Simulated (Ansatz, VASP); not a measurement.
## ZrS in VASP and in Ansatz

Contents of INCAR:

```
SYSTEM = ZrS
  PREC = Accurate
  ENCUT = 520
  EDIFF = 1E-7
  ISMEAR = 0
  SIGMA = 0.15
  LREAL = .False.
  LASPH = .True.
  NELM = 80
  ALGO = Normal
  ISIF = 2
  LWAVE = .False.
  LCHARG = .False.
  GGA = CA
  NBANDS = 16
```

KPOINTS

```
regular mesh
0
Gamma
  16 16 16
  0 0 0
```

The input POSCAR:

```
ZrS
1.0
    0.0000000000      2.8218750000      2.6250000000
    2.6250000000      0.0000000000      2.6250000000
    2.6250000000      2.8218750000      0.0000000000
Zr S
1 1
Direct
    0.0000000000      0.0000000000      0.0000000000
    0.5000000000      0.5000000000      0.5000000000
```

Input for Ansatz:

```yaml
crystal:
  lattice:
    - [0.0, 2.821875, 2.625]
    - [2.625, 0.0, 2.625]
    - [2.625, 2.821875, 0.0]
  atoms:
    - { symbol: Zr, position: [0.0, 0.0, 0.0] }
    - { symbol: S, position: [0.5, 0.5, 0.5] }
basis:
  ecutwfc: 420
kpoints:
  mp_grid: { grid: [16, 16, 16] }
hamiltonian:
  xc: lda
scf:
  occupations: { method: gaussian, width: 0.15 }
output:
  forces: true
  stress: true
  eigenvalues: true
```

Change from the starting cell: strain +0.0750 x Voigt [0, 1, 0, 0, 0, 0], atoms carried along.

Alike in both runs: task single point; functional LDA; k mesh 16 × 16 × 16; occupations gaussian, width 0.15 eV; no spin polarisation.

```csv
,VASP,Ansatz
version,VASP 6.6.1,Ansatz 0.2.0
potentials or method,"VASP PAW LDA potentials, release 64 (Zr_sv, S), cutoff 520 eV","scalar-relativistic, plane waves, PAW"
valence electrons in the cell,18,18
```

```tsv
	VASP	Ansatz	Ansatz less VASP
gap on the k mesh at the Fermi level (eV)	none	none	-
pressure (GPa)	-14.3	-14.5	-0.17
traceless stress, the component that is largest in VASP (GPa)	-5.71	-5.61	+0.100
```

LDA's correlation is that of Perdew and Zunger in VASP and of Perdew and Wang (1992) in Ansatz. A gap of «none» marks a metal or a gap that the smearing closes.
